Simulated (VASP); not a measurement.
# NaH (Pm-3m) in VASP: single point with PBE0

Aim: the single point of NaH with PBE0.

Program: VASP 6.6.1. These are calculated values, not measurements. Logs are shortened: lines on timing, memory, paths and dates and some standing lists are left out, and cuts for length are marked.

## (1) The cell of the first run

The structure is cubic, space group Pm-3m (No. 221). Conventional cell: a = 2.955 Å, b = 2.955 Å, c = 2.955 Å, α = 90.00°, β = 90.00°, γ = 90.00°. Na (site symmetry m-3m) has 8 H at 2.56 Å and 6 Na at 2.96 Å within 3.4 Å. H (site symmetry m-3m) has 8 Na at 2.56 Å and 6 H at 2.96 Å within 3.4 Å.

## (2) Single point, PBE0

Input file POSCAR:

```
NaH
1.0
    2.9551240000      0.0000000000      0.0000000000
    0.0000000000      2.9551240000      0.0000000000
    0.0000000000      0.0000000000      2.9551240000
Na H
1 1
Direct
    0.0000000000      0.0000000000      0.0000000000
    0.5000000000      0.5000000000      0.5000000000
```

Input file INCAR.step1:

```
ALGO = Normal
EDIFF = 1E-5
ENCUT = 840
GGA = PE
GGA_COMPAT = False
ISIF = 2
ISMEAR = 0
LASPH = True
LREAL = False
LWAVE = True
NBANDS = 12
NELM = 120
PREC = Accurate
SIGMA = 0.01
```

Input file INCAR.step2:

```
AEXX = 0.25
ALGO = Normal
EDIFF = 1E-6
ENCUT = 840
GGA = PE
GGA_COMPAT = False
ISIF = 2
ISMEAR = 0
ISTART = 1
LASPH = True
LCHARG = True
LELF = True
LHFCALC = True
LREAL = False
LVHAR = True
LWAVE = False
NBANDS = 12
NELM = 120
PREC = Accurate
PRECFOCK = Normal
SIGMA = 0.01
```

Input file KPOINTS:

```
k-points
0
Gamma
  2 2 2
```

Potentials or basis: VASP PAW PBE potentials, release 64 (Na_sv, H).

Launch:

```bash
$ cat potpaw_PBE.64/Na_sv/POTCAR potpaw_PBE.64/H/POTCAR > POTCAR
$ cp INCAR.step1 INCAR
$ mpirun -np 1 vasp_std > vasp.out
$ cp INCAR.step2 INCAR
$ mpirun -np 1 vasp_std > vasp.out
```

OUTCAR:

```text
AEXX = 0.25
   EDIFF = 1E-6
   ENCUT = 840
   GGA = PE
   ISIF = 2
   ISMEAR = 0
   ISTART = 1
   LASPH = True
   LHFCALC = True
   LREAL = False
   NELM = 120
   PREC = Accurate
   PRECFOCK = Normal

 ion  position               nearest neighbor table
   1  0.000  0.000  0.000-
   2  0.500  0.500  0.500-

  LATTYP: Found a simple cubic cell.
 ALAT       =     2.9551240000

  Lattice vectors:

 A1 = (   2.9551240000,   0.0000000000,   0.0000000000)
 A2 = (   0.0000000000,   2.9551240000,   0.0000000000)
 A3 = (   0.0000000000,   0.0000000000,   2.9551240000)

Analysis of symmetry for initial positions (statically):
=====================================================================
 Subroutine PRICEL returns:
 Original cell was already a primitive cell.

 Routine SETGRP: Setting up the symmetry group for a
 simple cubic supercell.

 Subroutine GETGRP returns: Found 48 space group operations
 (whereof 48 operations were pure point group operations)
 out of a pool of 48 trial point group operations.

The static configuration has the point symmetry O_h .

Analysis of symmetry for dynamics (positions and initial velocities):
=====================================================================
 Subroutine PRICEL returns:
 Original cell was already a primitive cell.

 Routine SETGRP: Setting up the symmetry group for a
 simple cubic supercell.

 Subroutine GETGRP returns: Found 48 space group operations
 (whereof 48 operations were pure point group operations)
 out of a pool of 48 trial point group operations.

The dynamic configuration has the point symmetry O_h .

 Subroutine INISYM returns: Found 48 space group operations
 (whereof 48 operations are pure point group operations),
 and found     1 'primitive' translations

----------------------------------------------------------------------------------------

                                     Primitive cell

  volume of cell :      25.8064

  direct lattice vectors                    reciprocal lattice vectors
     2.955124000  0.000000000  0.000000000     0.338395275  0.000000000  0.000000000
     0.000000000  2.955124000  0.000000000     0.000000000  0.338395275  0.000000000
     0.000000000  0.000000000  2.955124000     0.000000000  0.000000000  0.338395275

  length of vectors
     2.955124000  2.955124000  2.955124000     0.338395275  0.338395275  0.338395275

  position of ions in fractional coordinates (direct lattice)
     0.000000000  0.000000000  0.000000000
     0.500000000  0.500000000  0.500000000

  ion indices of the primitive-cell ions
   primitive index   ion index
                 1           1
                 2           2

----------------------------------------------------------------------------------------

 KPOINTS: k-points

Automatic generation of k-mesh.
 Grid dimensions read from file:
 generate k-points for:    2    2    2

 Generating k-lattice:

  Cartesian coordinates                     Fractional coordinates (reciprocal lattice)
     0.169197638  0.000000000  0.000000000     0.500000000  0.000000000  0.000000000
     0.000000000  0.169197638  0.000000000     0.000000000  0.500000000  0.000000000
     0.000000000  0.000000000  0.169197638     0.000000000  0.000000000  0.500000000

  Length of vectors
     0.169197638  0.169197638  0.169197638

  Shift w.r.t. Gamma in fractional coordinates (k-lattice)
     0.000000000  0.000000000  0.000000000

 Subroutine IBZKPT returns following result:
 ===========================================

 Found      4 irreducible k-points:

 Following reciprocal coordinates:
            Coordinates               Weight
  0.000000  0.000000  0.000000      1.000000
  0.500000  0.000000  0.000000      3.000000
  0.500000  0.500000  0.000000      3.000000
  0.500000  0.500000  0.500000      1.000000
   k-points           NKPTS =      4   k-points in BZ     NKDIM =      8   number of bands    NBANDS=     12
   number of dos      NEDOS =    301   number of ions     NIONS =      2
   total plane-waves  NPLWV =  21952
   dimension x,y,z NGX =    28 NGY =   28 NGZ =   28
   dimension x,y,z NGXF=    56 NGYF=   56 NGZF=   56
   ions per type =               1   1
   NGX,Y,Z   is equivalent  to a cutoff of  15.75, 15.75, 15.75 a.u.
   NGXF,Y,Z  is equivalent  to a cutoff of  31.50, 31.50, 31.50 a.u.
 SYSTEM =  unknown system
   PREC   = accura    normal or accurate (medium, high low for compatibility)
   ISTART =      1    job   : 0-new  1-cont  2-samecut
   ICHARG =      0    charge: 1-file 2-atom 10-const
   ISPIN  =      1    spin polarized calculation?
   LNONCOLLINEAR =      F non collinear calculations
   LSORBIT =      F    spin-orbit coupling
   LASPH  =      T    aspherical Exc in radial PAW
   ENCUT  =  840.0 eV  61.74 Ry    7.86 a.u.   6.98  6.98  6.98*2*pi/ulx,y,z
   NELM   =    120;   NELMIN=  2; NELMDL=  0     # of ELM steps
   EDIFF  = 0.1E-05   stopping-criterion for ELM
   LREAL  =      F    real-space projection
   EDIFFG = 0.1E-04   stopping-criterion for IOM
   NSW    =      0    number of steps for IOM
   IBRION =     -1    ionic relax: 0-MD 1-quasi-New 2-CG
   NFREE  =      0    steps in history (QN), initial steepest desc. (CG)
   ISIF   =      2    stress and relaxation
   ISYM   =      3    0-nonsym 1-usesym 2-fastsym
   POTIM  = 0.5000    time-step for ionic-motion
   TEBEG  =    0.0;   TEEND  =   0.0 temperature during run
   PSTRESS=    0.0 pullay stress
   NELECT =      10.0000    total number of electrons
   NUPDOWN=      -1.0000    fix difference up-down
   EMIN   =  10.00;   EMAX   =-10.00  energy-range for DOS
   EFERMI =   0.00;   METHOD = LEGACY
   ISMEAR =     0;   SIGMA  =   0.01  broadening in eV -4-tet -1-fermi 0-gaus
   EFERMI_NEDOS =   21; number of points for ismear=-14 and -15
   IALGO  =     38    algorithm
   IMIX   =      1    mixing-type and parameters
     AMIX     =   0.40;   BMIX     =  1.00
     AMIX_MAG =   1.60;   BMIX_MAG =  1.00
  volume/ion in A,a.u.               =      12.90        87.08
  Fermi-wavevector in a.u.,A,eV,Ry     =   1.193528  2.255440 19.381609  1.424508
  Thomas-Fermi vector in A             =   2.329540
   LORBIT       =      0    0 simple, 1 ext, 2 COOP (PROOUT), +10 PAW based schemes
   GGA     = PE    functional components
   LHFCALC =     T    Hartree Fock is set to
   PRECFOCK=normal    Normal, Fast or Accurate (Low or Medium for compatibility)
   ENCUT4O =  -1.0   cutoff for four orbital integrals eV
   NKREDX  =     1    reduce k-point grid by
   NKREDY  =     1    reduce k-point grid by
   NKREDZ  =     1    reduce k-point grid by
   AEXX    =    0.2500 exact exchange contribution
   HFSCREEN=    0.0000 screening length (either q_TF or 0.3 A-1)
   HFSCREENC=   0.0000 screening length for correlation (either q_TF or 0.3 A-1)
   ENCUTFOCK=  -1.0 apply spherical cutoff to Coloumb kernel
   IVDW    =     0    specifies the selected vdW correction
   LEPSILON=     F    determine dielectric tensor
   LRPA    =     F    only Hartree local field effects (RPA)
 non-spin polarized calculation
 Gauss-broadening in eV      SIGMA  =   0.01
  energy-cutoff  :      840.00
  volume of cell :       25.81
 maximum number of plane-waves:      1472
 NGX is ok and might be reduce to    28
  NGX = 24; NGY = 24; NGZ = 24

 number of electron       9.9999987 magnetization

 Free energy of the ion-electron system (eV)
  ---------------------------------------------------
  ext. energy  EPLUGINS =         0.00000000
  ---------------------------------------------------
  free energy    TOTEN  =        -5.30090254 eV

  energy without entropy =       -5.30090254  energy(sigma->0) =       -5.30090254

 E-fermi :   1.0477     XC(G=0):  -6.2792

 val. band max:        0.8876611513   @ k =   0.5000   0.5000   0.5000
 cond. band min:       3.6419857357   @ k =   0.5000   0.0000   0.0000
 fundamental gap:      2.7543245845
 Fermi energy:         1.0477017817

 k-point     1 :       0.0000    0.0000    0.0000
  band No.  band energies     occupation
      1     -56.5095      2.00000
      2     -26.6205      2.00000
      3     -26.6205      2.00000
      4     -26.6205      2.00000
      5      -5.4335      2.00000
      6      11.9324      0.00000
      7      13.7593      0.00000
      8      13.7593      0.00000
      9      15.3997      0.00000
     10      15.3997      0.00000
     11      15.3997      0.00000
     12      28.8658      0.00000

 k-point     2 :       0.5000    0.0000    0.0000
  band No.  band energies     occupation
      1     -56.4967      2.00000
      2     -26.7868      2.00000
      3     -26.6059      2.00000
      4     -26.6059      2.00000
      5      -2.8107      2.00000
      6       3.6420      0.00000
      7      14.0935      0.00000
      8      17.0260      0.00000
      9      17.5049      0.00000
     10      17.5049      0.00000
     11      19.4233      0.00000
     12      20.8206      0.00000

 k-point     3 :       0.5000    0.5000    0.0000
  band No.  band energies     occupation
      1     -56.4844      2.00000
      2     -26.7566      2.00000
      3     -26.7566      2.00000
      4     -26.5927      2.00000
      5      -1.0037      2.00000
      6       6.9477      0.00000
      7       6.9477      0.00000
      8       9.5949      0.00000
      9      17.9437      0.00000
     10      21.5860      0.00000
     11      21.5860      0.00000
     12      22.1493      0.00000

 k-point     4 :       0.5000    0.5000    0.5000
  band No.  band energies     occupation
      1     -56.4726      2.00000
      2     -26.7346      2.00000
      3     -26.7346      2.00000
      4     -26.7346      2.00000
      5       0.8877      2.00000
      6       9.6648      0.00000
      7       9.6648      0.00000
      8       9.6648      0.00000
      9      11.9134      0.00000
     10      11.9134      0.00000
     11      11.9134      0.00000
     12      19.1002      0.00000

------------------------ aborting loop because EDIFF is reached ----------------------------------------

  FORCE on cell =-STRESS in cart. coord.  units (eV):
  Direction    XX          YY          ZZ          XY          YZ          ZX
  --------------------------------------------------------------------------------------
  -------------------------------------------------------------------------------------
  Total        0.3791588      0.3791588      0.3791588      0.0000000     -0.0000000      0.0000000
  in kB       23.5399010     23.5399010     23.5399010      0.0000000     -0.0000000      0.0000000
  external PRESSURE =      23.5399010 kB  Pullay stress =       0.0000000 kB

 VOLUME and BASIS-vectors are now :
 -----------------------------------------------------------------------------
  energy-cutoff  :      840.00
  volume of cell :       25.81
      direct lattice vectors                 reciprocal lattice vectors
     2.955124000  0.000000000  0.000000000     0.338395275  0.000000000  0.000000000
     0.000000000  2.955124000  0.000000000     0.000000000  0.338395275  0.000000000
     0.000000000  0.000000000  2.955124000     0.000000000  0.000000000  0.338395275

 POSITION                                       TOTAL-FORCE (eV/Angst)
 -----------------------------------------------------------------------------------
      0.00000      0.00000      0.00000         0.000000      0.000000      0.000000
      1.47756      1.47756      1.47756         0.000000      0.000000      0.000000
 -----------------------------------------------------------------------------------
    total drift:                                0.000000      0.000001      0.000001

  FREE ENERGIE OF THE ION-ELECTRON SYSTEM (eV)
  ---------------------------------------------------
  free  energy   TOTEN  =        -5.3009025380 eV

  energy  without entropy=       -5.3009025380  energy(sigma->0) =       -5.30090254
```

Run time: 9.5 s. Hardware: 1 thread of AMD EPYC 7R13 (Zen 3), shared host; peak memory 0.12 GiB.

Results:

* Free energy: -5.3009 eV
* Pressure: 2.4 GPa
* Band gap on the k mesh: 2.75 eV (least direct gap 6.45 eV)

Levels at points of the mesh, in eV from the valence-band top:
```tsv
k point	band 3	band 4	band 5	band 6	band 7	band 8
(0.00, 0.00, 0.00)	-27.51	-27.51	-6.32	11.04	12.87	12.87
(0.50, 0.00, 0.00)	-27.49	-27.49	-3.70	2.75	13.21	16.14
(0.50, 0.50, 0.00)	-27.64	-27.48	-1.89	6.06	6.06	8.71
(0.50, 0.50, 0.50)	-27.62	-27.62	0.00	8.78	8.78	8.78
```

Caveat: the k points lie up to 1.06 Å⁻¹ apart; the PAW data sets were made with another functional, which shifts forces and pressure a little. A k mesh can miss the band edges.
